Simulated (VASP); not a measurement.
**SiC: single point with r2SCAN**

The system is SiC.

```xyz
2
Lattice="0.0082 2.1781 2.1781 2.1863 0.0000 2.1863 2.1781 2.1781 0.0082" Properties=species:S:1:pos:R:3 pbc="T T T"
Si    0.0000    0.0000    0.0000
C     3.2795    3.2672    3.2795
```

This cell differs from its parent crystal: strain +0.0075 x Voigt [0, 0, 0, 0, 1, 0].

* Program: VASP 6.6.1
* Task: single point
* Functional: r2SCAN
* Potentials or basis: VASP PAW PBE potentials, release 64 (Si, C)
* Cutoff: 520 eV
* k mesh: 10 × 10 × 10
* Occupations: gaussian, width 0.05 eV
* Spin: no spin polarisation
* Dipole correction: no
* Further INCAR settings: ALGO = Normal; EDIFF = 1e-06; NBANDS = 11

The pressure is -0.1 GPa, the largest force is 0.057 eV/Å and the band gap on the k mesh is 1.70 eV, indirect (least direct gap 5.00 eV).

Forces in eV/Å, atoms in the order of the input:
```
Si   0.000 -0.057  0.000
C    0.000  0.057  0.000
```

Stress tensor (GPa, compression positive):
```
-0.14  0.00 -2.14
 0.00 -0.16  0.00
-2.14  0.00 -0.14
```

Levels at points of the mesh, in eV from the valence-band top:
```tsv
k point	band 1	band 2	band 3	band 4	band 5	band 6	band 7	band 8	band 9
(0.00, 0.00, 0.00)	-16.21	-0.04	-0.02	0.00	6.81	7.75	7.85	7.93	15.19
(0.50, 0.00, 0.00)	-12.55	-8.84	-1.15	-1.15	5.92	7.66	7.74	10.92	17.41
(0.00, 0.50, 0.00)	-12.61	-8.85	-1.11	-1.10	6.04	7.73	7.81	10.96	17.39
(0.50, 0.50, 0.00)	-11.12	-8.08	-3.36	-3.36	1.70	4.80	15.11	15.12	16.00
(0.50, 0.00, 0.50)	-11.12	-8.08	-3.42	-3.30	1.70	4.81	15.11	15.14	15.99
```

Wall time 35 s on 1 thread of Intel(R) Xeon(R) 6975P-C (Granite Rapids), on a shared host, peak memory 0.16 GiB.

Caveat: the cell differs from its parent crystal (strain +0.0075 x Voigt [0, 0, 0, 0, 1, 0]); the PAW data sets were made with another functional, which shifts forces and pressure a little. A k mesh can miss the band edges.
